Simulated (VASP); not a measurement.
A run of VASP 6.6.1:

The input INCAR:

```
SYSTEM = C12O
  PREC = Accurate
  ENCUT = 520
  EDIFF = 1E-6
  ISMEAR = 0
  SIGMA = 0.1
  LREAL = .False.
  LASPH = .True.
  NELM = 80
  ALGO = Normal
  ISIF = 2
  LWAVE = .False.
  LCHARG = .True.
  LDIPOL = .True.
  IDIPOL = 3
  DIPOL = 0.5 0.5 0.330
  GGA = PE
  LELF = .True.
  LVHAR = .True.
  LVACPOTAV = .True.
  NBANDS = 39
```

The input KPOINTS:

```
regular mesh
0
Gamma
  6 3 1
  0 0 0
```

Contents of POSCAR:

```
C12O
1.0
    4.9326910638      0.0000000000      0.0000000000
   -1.2331727659      8.7858796652      0.0000000000
    0.0000000000      0.0000000000     20.2907138818
C O
12 1
Direct
    0.0197005045      0.0788020181      0.1971345130
    0.5197005045      0.0788020181      0.1971345130
    0.2746256306      0.0985025226      0.2311704222
    0.7746256306      0.0985025226      0.2311704222
    0.2844758829      0.1379035317      0.2992422405
    0.7844758829      0.1379035317      0.2992422405
    0.0392966979      0.1571967124      0.3324023561
    0.5392966979      0.1571967124      0.3324023561
    0.0496769462      0.1987212371      0.4035397332
    0.5496769462      0.1987212371      0.4035397332
    0.3040736101      0.2163107364      0.4332382751
    0.8040736101      0.2163107364      0.4332382751
    0.5540736101      0.2163107364      0.5013842811
```

Potentials or basis: VASP PAW PBE potentials, release 64 (C, O).

The run is started by

```console
$ cat potpaw_PBE.64/C/POTCAR potpaw_PBE.64/O/POTCAR > POTCAR
$ mpirun -np 1 vasp_std > vasp.out
```

Hardware: 1 thread of Intel Xeon 8259CL, with other jobs on the host.

Problem. Estimate the wall time of this run.

Solution. Run time: 15 min on 1 thread of Intel Xeon 8259CL, on a shared host, peak memory 0.97 GiB. Counts: scf iterations 28, k points 10.
